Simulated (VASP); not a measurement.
Input of a VASP 6.6.1 run:

INCAR

```
SYSTEM = AlN
PREC = Accurate ; ENCUT = 520
EDIFF = 1E-8 ; ISMEAR = -1
SIGMA = 0.02 ; LREAL = .False.
LASPH = .True. ; NELM = 80
ALGO = Normal ; ISIF = 2
LWAVE = .False. ; LCHARG = .False.
GGA = PS ; LEFG = .True.
NBANDS = 16
```

Contents of KPOINTS:

```
Automatic mesh
0
Gamma
  11 11 6
  0 0 0
```

POSCAR

```
AlN
1.0
    3.0798921301      0.0000000000      0.0000000000
   -1.5399460650      2.6672648256      0.0000000000
    0.0000000000      0.0000000000      4.9780000000
Al N
2 2
Direct
    0.3333333333      0.6666666667      0.0000000000
    0.6666666667      0.3333333333      0.5000000000
    0.3333333333      0.6666666667      0.3850000000
    0.6666666667      0.3333333333      0.8850000000
```

Potentials or basis: VASP PAW PBE potentials, release 64 (Al, N).

The run is started by

```console
$ cat potpaw_PBE.64/Al/POTCAR potpaw_PBE.64/N/POTCAR > POTCAR
$ mpirun -np 1 vasp_std > vasp.out
```

(1) Estimate the largest force.

(2) What does it give for the pressure?

(3) What does it give for the band gap on the k mesh?

## Answers

(1) 0.301 eV/Å.

(2) 5.0 GPa.

(3) 4.29 eV, direct.

Caveat: the cell differs from its parent crystal (equal xx and yy strain of -1 %); without QUAD_EFG the Cq values of the log hold for a quadrupole moment of 1 mb, not for the nuclei; the PAW data sets were made with another functional, which shifts forces and pressure a little.
